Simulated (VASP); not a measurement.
Write the native input for VASP 6.6.1 that does the following.

| Item | Value |
| --- | --- |
| Task | single point |
| Functional | PBE |
| Potentials or basis | VASP PAW PBE potentials, release 64 (Cs_sv, Pb_d, Cl) |
| Cutoff | 520 eV |
| k mesh | 4 × 4 × 4 |
| Occupations | fermi-dirac, width 0.02 eV |
| Spin | no spin polarisation |
| Dipole correction | no |
| Further INCAR settings | ALGO = Normal; EDIFF = 1e-06; NBANDS = 30 |

The structure of CsPbCl3 lies in POSCAR:

```
CsPbCl3
1.0
    5.6767292595      0.0000000000      0.0000000000
    0.0000000000      5.6767292595      0.0000000000
    0.0000000000      0.0000000000      5.6767292595
Cs Pb Cl
1 1 3
Direct
    0.0000000000      0.0000000000      0.0000000000
    0.5000000000      0.5000000000      0.5000000000
    0.5000000000      0.5000000000      0.0000000000
    0.0000000000      0.5000000000      0.5000000000
    0.5000000000      0.0000000000      0.5000000000
```

One way to write it, as run:

INCAR

```
SYSTEM = CsPbCl3
ALGO     = Normal         ! electronic algorithm
EDIFF    = 1E-6           ! SCF threshold, eV
ENCUT    = 520            ! plane-wave cutoff, eV
GGA      = PE             ! functional
ISIF     = 2              ! what is computed and relaxed
ISMEAR   = -1             ! smearing method
LASPH    = .TRUE.         ! aspherical terms in the spheres
LCHARG   = .FALSE.        ! write CHGCAR
LREAL    = .FALSE.        ! projectors in reciprocal space
LWAVE    = .FALSE.        ! write WAVECAR
NBANDS   = 30             ! bands
NELM     = 60             ! most SCF steps
PREC     = Accurate       ! precision mode
SIGMA    = 0.02           ! smearing width, eV
```

KPOINTS

```
k-points
0
G
  4 4 4
  0 0 0
```

Potentials or basis: VASP PAW PBE potentials, release 64 (Cs_sv, Pb_d, Cl).

Run with:

```console
$ cat potpaw_PBE.64/Cs_sv/POTCAR potpaw_PBE.64/Pb_d/POTCAR potpaw_PBE.64/Cl/POTCAR > POTCAR
$ mpirun -np 1 vasp_std > vasp.out
```

It gave:

```
Pressure               : 0.7 GPa
Band gap on the k mesh : 2.10 eV, direct
```

Caveat: spin-orbit coupling is left out, which moves the levels of the heavy elements.

It took 45 s on 1 thread of Intel(R) Xeon(R) Platinum 8488C (Sapphire Rapids), with other jobs on the host, peak memory 0.28 GiB.
